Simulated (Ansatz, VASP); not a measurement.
## Zn: VASP beside Ansatz

File INCAR:

```
PREC = Accurate ; ENCUT = 520
EDIFF = 1E-6 ; ISMEAR = -1
SIGMA = 0.1 ; LREAL = False
LASPH = True ; NELM = 100
ALGO = Normal ; ISIF = 2
LWAVE = False ; LCHARG = False
GGA = RP ; NBANDS = 19
```

Contents of KPOINTS:

```
Automatic mesh
0
Gamma
  17 17 8
```

File POSCAR:

```
Zn
1.0
   -1.9509951388      1.6346167634      1.2844290163
    1.6346167634     -1.9509951388      1.2844290163
    3.2603207728      3.2603207728     -1.8638765904
Zn
2
Direct
    0.9463240153      0.0536759847      1.0000000000
    0.8036759847      0.1963240153      0.5000000000
```

Input for Ansatz:

```yaml
crystal:
  lattice:
    - [-1.9509951388, 1.6346167634, 1.2844290163]
    - [1.6346167634, -1.9509951388, 1.2844290163]
    - [3.2603207728, 3.2603207728, -1.8638765904]
  atoms:
    - { symbol: Zn, position: [0.9463240153, 0.0536759847, 1.0] }
    - { symbol: Zn, position: [0.8036759847, 0.1963240153, 0.5] }
hamiltonian:
  xc: rpbe
  pseudopotentials:
    kind: paw
    azcp:
      Zn: "pseudopotentials/Zn.paw.azcp"
basis:
  ecutwfc: 420
  fft_grid_basis: typed
kpoints:
  mp_grid: { grid: [17, 17, 8], shift: [0, 0, 0] }
magnetization:
  spin_polarized: false
scf:
  occupations: { method: fermi_dirac, width: 0.1 }
  lower_state_search: "off"
output:
  stress: true
```

Alike in both runs: task single point; functional RPBE; k mesh 17 × 17 × 8; occupations fermi-dirac, width 0.1 eV; no spin polarisation.

|  | VASP | Ansatz |
| --- | --- | --- |
| version | VASP 6.6.1 | Ansatz 0.2.0 |
| potentials or method | VASP PAW PBE potentials, release 64 (Zn), cutoff 520 eV | plane waves (420 eV) with PAW, scalar-relativistic |
| valence electrons in the cell | 24 | 24 |

```tsv
	VASP	Ansatz	Ansatz less VASP
pressure (GPa)	11.6	11.1	-0.49
traceless stress, the component that is largest in VASP (GPa)	2.82	2.74	-0.088
```

VASP's potentials were made for PBE, not for RPBE.
